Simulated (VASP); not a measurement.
# ZrS (I4/mmm) in VASP: further runs

ZrS is run at these levels: r2SCAN; tasks: single point.

Program: VASP 6.6.1. These are calculated values, not measurements. Logs are shortened: lines on timing, memory, paths and dates and some standing lists are left out, and cuts for length are marked.

### 1 The cell of the first run

The structure is tetragonal, space group I4/mmm (No. 139). Conventional cell: a = 4.167 Å, b = 4.167 Å, c = 4.167 Å, α = 90.00°, β = 90.00°, γ = 90.00°. Zr (site symmetry 4/mmm) has 2 S at 2.08 Å within 2.8 Å. S (site symmetry 4/mmm) has 2 Zr at 2.08 Å within 2.8 Å.

### 2 Single point, r2SCAN

Contents of POSCAR:

```
ZrS
1.0
    0.0000000000      2.9466112082      2.0832541242
    2.9466112082      0.0000000000      2.0832541242
    2.9466112082      2.9466112082      0.0000000000
Zr S
1 1
Direct
    0.0000000000      0.0000000000      0.0000000000
    0.5000000000      0.5000000000      0.5000000000
```

Contents of INCAR.step1:

```
SYSTEM = ZrS
PREC = Accurate
ENCUT = 520
ISMEAR = 0
SIGMA = 0.15
LREAL = .False.
LASPH = .True.
NELM = 60
NBANDS = 16
GGA = PE
ALGO = Normal
EDIFF = 1E-4
LWAVE = .True.
LCHARG = .False.
```

Contents of INCAR.step2:

```
SYSTEM = ZrS
PREC = Accurate
ENCUT = 520
EDIFF = 1E-7
ISMEAR = 0
SIGMA = 0.15
LREAL = .False.
LASPH = .True.
NELM = 60
ALGO = Normal
ISIF = 2
LWAVE = .False.
LCHARG = .False.
METAGGA = R2SCAN
LMIXTAU = .True.
NBANDS = 16
ISTART = 1
```

Contents of KPOINTS:

```
Automatic mesh
0
Gamma
  18 18 18
  0 0 0
```

Potentials or basis: VASP PAW PBE potentials, release 64 (Zr_sv, S).

The run is started by

```console
cat potpaw_PBE.64/Zr_sv/POTCAR potpaw_PBE.64/S/POTCAR > POTCAR
cp INCAR.step1 INCAR
mpirun -np 1 vasp_std > vasp.out
cp INCAR.step2 INCAR
mpirun -np 1 vasp_std > vasp.out
```

OUTCAR:

```text
SYSTEM = ZrS
   PREC = Accurate
   ENCUT = 520
   EDIFF = 1E-7
   ISMEAR = 0
   LREAL = .False.
   LASPH = .True.
   NELM = 60
   ISIF = 2
   METAGGA = R2SCAN
   ISTART = 1

 ion  position               nearest neighbor table
   1  0.000  0.000  0.000-   2 2.08   2 2.08   2 2.95   2 2.95   2 2.95   2 2.95
   2  0.500  0.500  0.500-   1 2.08   1 2.08   1 2.95   1 2.95   1 2.95   1 2.95

  LATTYP: Found a body centered tetragonal cell.
 ALAT       =     4.1671375337
 C/A-ratio  =     0.9998489886

  Lattice vectors:

 A1 = (   0.0000000000,  -2.9466112082,  -2.0832541242)
 A2 = (   0.0000000000,   2.9466112082,  -2.0832541242)
 A3 = (   2.9466112082,   0.0000000000,   2.0832541242)

Analysis of symmetry for initial positions (statically):
=====================================================================
 Subroutine PRICEL returns:
 Original cell was already a primitive cell.

 Routine SETGRP: Setting up the symmetry group for a
 body centered tetragonal supercell.

 Subroutine GETGRP returns: Found 16 space group operations
 (whereof 16 operations were pure point group operations)
 out of a pool of 16 trial point group operations.

The static configuration has the point symmetry D_4h.

Analysis of symmetry for dynamics (positions and initial velocities):
=====================================================================
 Subroutine PRICEL returns:
 Original cell was already a primitive cell.

 Routine SETGRP: Setting up the symmetry group for a
 body centered tetragonal supercell.

 Subroutine GETGRP returns: Found 16 space group operations
 (whereof 16 operations were pure point group operations)
 out of a pool of 16 trial point group operations.

The dynamic configuration has the point symmetry D_4h.

 Subroutine INISYM returns: Found 16 space group operations
 (whereof 16 operations are pure point group operations),
 and found     1 'primitive' translations

----------------------------------------------------------------------------------------

                                     Primitive cell

  volume of cell :      36.1758

  direct lattice vectors                    reciprocal lattice vectors
     0.000000000  2.946611208  2.083254124    -0.169686452  0.169686452  0.240009125
     2.946611208  0.000000000  2.083254124     0.169686452 -0.169686452  0.240009125
     2.946611208  2.946611208  0.000000000     0.169686452  0.169686452 -0.240009125

  length of vectors
     3.608665315  3.608665315  4.167137534     0.339398533  0.339398533  0.339398533

  position of ions in fractional coordinates (direct lattice)
     0.000000000  0.000000000  0.000000000
     0.500000000  0.500000000  0.500000000

  ion indices of the primitive-cell ions
   primitive index   ion index
                 1           1
                 2           2

----------------------------------------------------------------------------------------

 KPOINTS: Automatic mesh

Automatic generation of k-mesh.
 Grid dimensions read from file:
 generate k-points for:   18   18   18

 Generating k-lattice:

  Cartesian coordinates                     Fractional coordinates (reciprocal lattice)
    -0.009427025  0.009427025  0.013333840     0.055555556  0.000000000  0.000000000
     0.009427025 -0.009427025  0.013333840     0.000000000  0.055555556  0.000000000
     0.009427025  0.009427025 -0.013333840     0.000000000  0.000000000  0.055555556

  Length of vectors
     0.018855474  0.018855474  0.018855474

  Shift w.r.t. Gamma in fractional coordinates (k-lattice)
     0.000000000  0.000000000  0.000000000

 Subroutine IBZKPT returns following result:
 ===========================================

 Found    480 irreducible k-points:

 Following reciprocal coordinates:
            Coordinates               Weight
  0.000000  0.000000  0.000000      1.000000
  0.055556 -0.000000  0.000000      8.000000
  0.111111 -0.000000  0.000000      8.000000
  0.166667 -0.000000  0.000000      8.000000
  0.222222 -0.000000  0.000000      8.000000
  0.277778  0.000000  0.000000      8.000000
[... 16 lines left out ...]
 -0.277778  0.055556  0.000000      8.000000
 -0.222222  0.055556  0.000000      8.000000
 [... further k-points ...]
   k-points           NKPTS =    480   k-points in BZ     NKDIM =    480   number of bands    NBANDS=     16
   number of dos      NEDOS =    301   number of ions     NIONS =      2
   total plane-waves  NPLWV =  25088
   dimension x,y,z NGX =    28 NGY =   28 NGZ =   32
   dimension x,y,z NGXF=    56 NGYF=   56 NGZF=   64
   ions per type =               1   1
   NGX,Y,Z   is equivalent  to a cutoff of  12.90, 12.90, 12.77 a.u.
   NGXF,Y,Z  is equivalent  to a cutoff of  25.80, 25.80, 25.53 a.u.
 SYSTEM =  ZrS
   PREC   = accura    normal or accurate (medium, high low for compatibility)
   ISTART =      1    job   : 0-new  1-cont  2-samecut
   ICHARG =      0    charge: 1-file 2-atom 10-const
   ISPIN  =      1    spin polarized calculation?
   LNONCOLLINEAR =      F non collinear calculations
   LSORBIT =      F    spin-orbit coupling
   LASPH  =      T    aspherical Exc in radial PAW
   ENCUT  =  520.0 eV  38.22 Ry    6.18 a.u.   6.71  6.71  7.75*2*pi/ulx,y,z
   NELM   =     60;   NELMIN=  2; NELMDL=  0     # of ELM steps
   EDIFF  = 0.1E-06   stopping-criterion for ELM
   LREAL  =      F    real-space projection
   EDIFFG = 0.1E-05   stopping-criterion for IOM
   NSW    =      0    number of steps for IOM
   IBRION =     -1    ionic relax: 0-MD 1-quasi-New 2-CG
   NFREE  =      0    steps in history (QN), initial steepest desc. (CG)
   ISIF   =      2    stress and relaxation
   ISYM   =      2    0-nonsym 1-usesym 2-fastsym
   POTIM  = 0.5000    time-step for ionic-motion
   TEBEG  =    0.0;   TEEND  =   0.0 temperature during run
   PSTRESS=    0.0 pullay stress
   NELECT =      18.0000    total number of electrons
   NUPDOWN=      -1.0000    fix difference up-down
   EMIN   =  10.00;   EMAX   =-10.00  energy-range for DOS
   EFERMI =   0.00;   METHOD = LEGACY
   ISMEAR =     0;   SIGMA  =   0.15  broadening in eV -4-tet -1-fermi 0-gaus
   EFERMI_NEDOS =   21; number of points for ismear=-14 and -15
   IALGO  =     38    algorithm
   IMIX   =      4    mixing-type and parameters
     AMIX     =   0.40;   BMIX     =  1.00
     AMIX_MAG =   1.60;   BMIX_MAG =  1.00
  volume/ion in A,a.u.               =      18.09       122.06
  Fermi-wavevector in a.u.,A,eV,Ry     =   1.297258  2.451462 22.896950  1.682878
  Thomas-Fermi vector in A             =   2.428662
   LORBIT       =      0    0 simple, 1 ext, 2 COOP (PROOUT), +10 PAW based schemes
   METAGGA = R2SCAN    functional components
   LHFCALC =     F    Hartree Fock is set to
   AEXX    =    0.0000 exact exchange contribution
   IVDW    =     0    specifies the selected vdW correction
   LEPSILON=     F    determine dielectric tensor
   LRPA    =     F    only Hartree local field effects (RPA)
 non-spin polarized calculation
 Gauss-broadening in eV      SIGMA  =   0.15
  energy-cutoff  :      520.00
  volume of cell :       36.18
 maximum number of plane-waves:       986
   NGX = 13   NGY = 13   NGZ = 15

 number of electron      18.0000000 magnetization

 Free energy of the ion-electron system (eV)
  ---------------------------------------------------
  ext. energy  EPLUGINS =         0.00000000
  ---------------------------------------------------
  free energy    TOTEN  =       -29.96393180 eV

  energy without entropy =      -29.94709360  energy(sigma->0) =      -29.95551270

 E-fermi :  10.4635     XC(G=0): -11.7713

 val. band max:       10.4611483224   @ k =  -0.3333   0.2778   0.0000
 cond. band min:      10.4641396206   @ k =  -0.4444   0.1667   0.0556
 fundamental gap:      0.0029912982
 Fermi energy:        10.4635438219

 k-point     1 :       0.0000    0.0000    0.0000
  band No.  band energies     occupation
      1     -40.6928      2.00000
      2     -18.7992      2.00000
      3     -17.9354      2.00000
      4     -17.9354      2.00000
      5      -6.2768      2.00000
      6       6.4513      2.00000
[... 8 lines left out ...]
     15      19.5255      0.00000
     16      20.6782      0.00000

 k-point     2 :       0.0556   -0.0000    0.0000
  band No.  band energies     occupation
      1     -40.6917      2.00000
      2     -18.8119      2.00000
      3     -17.9403      2.00000
      4     -17.9386      2.00000
      5      -6.2107      2.00000
      6       6.1032      2.00000
[... 8 lines left out ...]
     15      19.4141      0.00000
     16      20.8441      0.00000

 k-point     3 :       0.1111   -0.0000    0.0000
  band No.  band energies     occupation
      1     -40.6883      2.00000
      2     -18.8490      2.00000
      3     -17.9538      2.00000
      4     -17.9477      2.00000
      5      -6.0162      2.00000
      6       5.4812      2.00000
[... 8 lines left out ...]
     15      19.1129      0.00000
     16      21.3391      0.00000

 k-point     4 :       0.1667   -0.0000    0.0000
  band No.  band energies     occupation
      1     -40.6831      2.00000
      2     -18.9062      2.00000
      3     -17.9726      2.00000
      4     -17.9617      2.00000
      5      -5.7049      2.00000
      6       4.8539      2.00000
[... 8 lines left out ...]
     15      19.4928      0.00000
     16      21.9133      0.00000

 k-point     5 :       0.2222   -0.0000    0.0000
  band No.  band energies     occupation
      1     -40.6767      2.00000
      2     -18.9768      2.00000
      3     -17.9932      2.00000
      4     -17.9788      2.00000
      5      -5.2956      2.00000
      6       4.2744      2.00000
[... 8 lines left out ...]
     15      20.4211      0.00000
     16      20.6535      0.00000

 k-point     6 :       0.2778    0.0000    0.0000
  band No.  band energies     occupation
      1     -40.6699      2.00000
      2     -19.0522      2.00000
      3     -18.0125      2.00000
      4     -17.9969      2.00000
      5      -4.8156      2.00000
      6       3.7459      2.00000
[... 8 lines left out ...]
     15      19.3747      0.00000
     16      20.8400      0.00000

 k-point     7 :       0.3333   -0.0000    0.0000
  band No.  band energies     occupation
      1     -40.6635      2.00000
      2     -19.1229      2.00000
      3     -18.0288      2.00000
      4     -18.0138      2.00000
      5      -4.3042      2.00000
      6       3.2403      2.00000
[... 8 lines left out ...]
     15      18.1211      0.00000
     16      20.2468      0.00000

 k-point     8 :       0.3889    0.0000    0.0000
  band No.  band energies     occupation
      1     -40.6583      2.00000
      2     -19.1803      2.00000
      3     -18.0410      2.00000
      4     -18.0276      2.00000
      5      -3.8208      2.00000
      6       2.7298      2.00000
[... 8 lines left out ...]
     15      16.9421      0.00000
     16      19.4782      0.00000

 k-point     9 :       0.4444   -0.0000    0.0000
  band No.  band energies     occupation
      1     -40.6549      2.00000
      2     -19.2176      2.00000
      3     -18.0484      2.00000
      4     -18.0365      2.00000
      5      -3.4551      2.00000
      6       2.3065      2.00000
[... 8 lines left out ...]
     15      15.9622      0.00000
     16      18.9091      0.00000
[... 172 lines left out ...]
 k-point    19 :       0.5000    0.0556    0.0000
  band No.  band energies     occupation
      1     -40.6531      2.00000
      2     -19.2241      2.00000
      3     -18.0557      2.00000
      4     -18.0437      2.00000
      5      -3.4120      2.00000
      6       2.2445      2.00000
[... 8 lines left out ...]
     15      16.3052      0.00000
     16      18.9394      0.00000

 k-point    20 :      -0.4444    0.0556    0.0000
  band No.  band energies     occupation
      1     -40.6547      2.00000
      2     -19.1962      2.00000
      3     -18.0560      2.00000
      4     -18.0408      2.00000
      5      -3.7101      2.00000
      6       2.5075      2.00000
[... 8 lines left out ...]
     15      16.5005      0.00000
     16      19.2389      0.00000

 k-point    21 :      -0.3889    0.0556    0.0000
  band No.  band energies     occupation
      1     -40.6584      2.00000
      2     -19.1461      2.00000
      3     -18.0513      2.00000
      4     -18.0320      2.00000
      5      -4.1536      2.00000
      6       2.8733      2.00000
[... 8 lines left out ...]
     15      17.1345      0.00000
     16      19.8438      0.00000

 k-point    22 :      -0.3333    0.0556    0.0000
  band No.  band energies     occupation
      1     -40.6638      2.00000
      2     -19.0797      2.00000
      3     -18.0416      2.00000
      4     -18.0182      2.00000
      5      -4.6484      2.00000
      6       3.2660      2.00000
[... 8 lines left out ...]
     15      18.1340      0.00000
     16      20.6773      0.00000

 k-point    23 :      -0.2778    0.0556    0.0000
  band No.  band energies     occupation
      1     -40.6703      2.00000
      2     -19.0048      2.00000
      3     -18.0270      2.00000
      4     -18.0012      2.00000
      5      -5.1291      2.00000
      6       3.6976      2.00000
[... 8 lines left out ...]
     15      19.2637      0.00000
     16      20.7745      0.00000

 k-point    24 :      -0.2222    0.0556    0.0000
  band No.  band energies     occupation
      1     -40.6770      2.00000
      2     -18.9313      2.00000
      3     -18.0083      2.00000
      4     -17.9830      2.00000
      5      -5.5530      2.00000
      6       4.1845      2.00000
[... 8 lines left out ...]
     15      19.8500      0.00000
     16      20.4220      0.00000

 [... further k-points ...]

------------------------ aborting loop because EDIFF is reached ----------------------------------------

  FORCE on cell =-STRESS in cart. coord.  units (eV):
  Direction    XX          YY          ZZ          XY          YZ          ZX
  --------------------------------------------------------------------------------------
  -------------------------------------------------------------------------------------
  Total       -3.1418385     -3.1418385     40.3964240      0.0000000     -0.0000000      0.0000000
  in kB     -139.1478585   -139.1478585   1789.1039940      0.0000000     -0.0000000      0.0000000
  external PRESSURE =     503.6027590 kB  Pullay stress =       0.0000000 kB

 VOLUME and BASIS-vectors are now :
 -----------------------------------------------------------------------------
  energy-cutoff  :      520.00
  volume of cell :       36.18
      direct lattice vectors                 reciprocal lattice vectors
     0.000000000  2.946611208  2.083254124    -0.169686452  0.169686452  0.240009125
     2.946611208  0.000000000  2.083254124     0.169686452 -0.169686452  0.240009125
     2.946611208  2.946611208  0.000000000     0.169686452  0.169686452 -0.240009125

 POSITION                                       TOTAL-FORCE (eV/Angst)
 -----------------------------------------------------------------------------------
      0.00000      0.00000      0.00000         0.000000      0.000000     -0.000000
      2.94661      2.94661      2.08325        -0.000000     -0.000000      0.000000
 -----------------------------------------------------------------------------------
    total drift:                                0.000000      0.000000      0.000000

  FREE ENERGIE OF THE ION-ELECTRON SYSTEM (eV)
  ---------------------------------------------------
  free  energy   TOTEN  =       -29.9639318004 eV

  energy  without entropy=      -29.9470936029  energy(sigma->0) =      -29.95551270
```

It took 8.4 min on 1 thread of Intel Xeon 6975P-C (Granite Rapids), shared host; peak memory 0.38 GiB.

Results:

- Free energy: -29.9639 eV
- Pressure: 50.4 GPa
- Band gap on the k mesh: zero (bands 9 and 10 overlap by 3.66 eV)

Caveat: the cell stands under pressure; the PAW data sets were made with another functional, which shifts forces and pressure a little.

(Continued in part 2 of 2.)
